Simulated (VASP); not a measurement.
**RbBr: vibrations by perturbation theory with LDA**

RbBr:

```
CELL_PARAMETERS angstrom
3.96751 0.00000 0.00000
0.00000 3.96751 0.00000
0.00000 0.00000 3.96751
ATOMIC_POSITIONS crystal
Rb 0.00000 0.00000 0.00000
Br 0.50000 0.50000 0.50000
```

* Program: VASP 6.6.1
* Task: vibrations by perturbation theory
* Functional: LDA
* Potentials or basis: VASP PAW LDA potentials, release 64 (Rb_sv, Br)
* Cutoff: 520 eV
* k mesh: 6 × 6 × 6
* Occupations: gaussian, width 0.01 eV
* Spin: no spin polarisation
* Dipole correction: no
* Further INCAR settings: ALGO = Normal; EDIFF = 1e-08; IBRION = 8; NSW = 1

The electronic dielectric tensor (diagonal) is 3.18. The born charges (mean of the diagonal) is Rb +1.23; Br -1.23 e and the highest phonon frequency at Γ, LO-TO splitting left out is 90 cm⁻¹.

Phonon frequencies in cm⁻¹ (negative: imaginary):
| q point | frequencies |
| --- | --- |
| (0.000, 0.000, 0.000) | 0 0 0 90 90 90 |

Electronic dielectric tensor:
```
3.18 0.00 0.00
0.00 3.18 0.00
0.00 0.00 3.18
```

Born effective charge tensors (e):
atom 1, Rb
```
1.23 0.00 0.00
0.00 1.23 0.00
0.00 0.00 1.23
```
atom 2, Br
```
-1.23  0.00  0.00
 0.00 -1.23  0.00
 0.00  0.00 -1.23
```

It took 4 min on 1 thread of Intel(R) Xeon(R) Platinum 8488C (Sapphire Rapids), on a shared host, peak memory 0.22 GiB.
